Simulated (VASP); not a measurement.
Here is a VASP 6.6.1 calculation.

The input INCAR:

```
SYSTEM = C
PREC     = Accurate       ! precision mode
ENCUT    = 520            ! plane-wave cutoff, eV
EDIFF    = 1E-7           ! SCF threshold, eV
ISMEAR   = 0              ! smearing method
SIGMA    = 0.02           ! smearing width, eV
LREAL    = .False.        ! projectors in reciprocal space
LASPH    = .True.         ! aspherical terms in the spheres
NELM     = 120            ! most SCF steps
ALGO     = Normal         ! electronic algorithm
ISIF     = 2              ! what is computed and relaxed
LWAVE    = .False.        ! write WAVECAR
LCHARG   = .False.        ! write CHGCAR
GGA      = PS             ! functional
IBRION   = 2              ! ionic algorithm
NSW      = 60             ! ionic steps
EDIFFG   = -0.002         ! ionic threshold
GGA_COMPAT= .False.      
NELMIN   = 4
```

Contents of KPOINTS:

```
Automatic mesh
0
Gamma
  9 9 6
  0 0 0
```

File POSCAR:

```
C
1.0
    2.5237147988      0.0000000000      0.0000000000
   -1.2618573994      2.1856011277      0.0000000000
    0.0000000000      0.0000000000      4.1593555375
C
4
Direct
    0.3333333333      0.6666666667     -0.0003155577
    0.6666666667      0.3333333333      0.4996844423
    0.3333333333      0.6666666667      0.3743155577
    0.6666666667      0.3333333333      0.8743155577
```

Potentials or basis: VASP PAW PBE potentials, release 64 (C).

The run is started by

```sh
$ cat potpaw_PBE.64/C/POTCAR > POTCAR
$ mpirun -np 1 vasp_std > vasp.out
```

Estimate the band gap on the k mesh.

3.14 eV (least direct gap 4.77 eV).

Final structure:
```
CELL_PARAMETERS angstrom
2.52371 0.00000 0.00000
-1.26186 2.18560 0.00000
0.00000 0.00000 4.15936
ATOMIC_POSITIONS crystal
C 0.33333 0.66667 0.99968
C 0.66667 0.33333 0.49968
C 0.33333 0.66667 0.37432
C 0.66667 0.33333 0.87432
```

Caveat: the cell differs from its parent crystal (strained cell). A k mesh can miss the band edges.
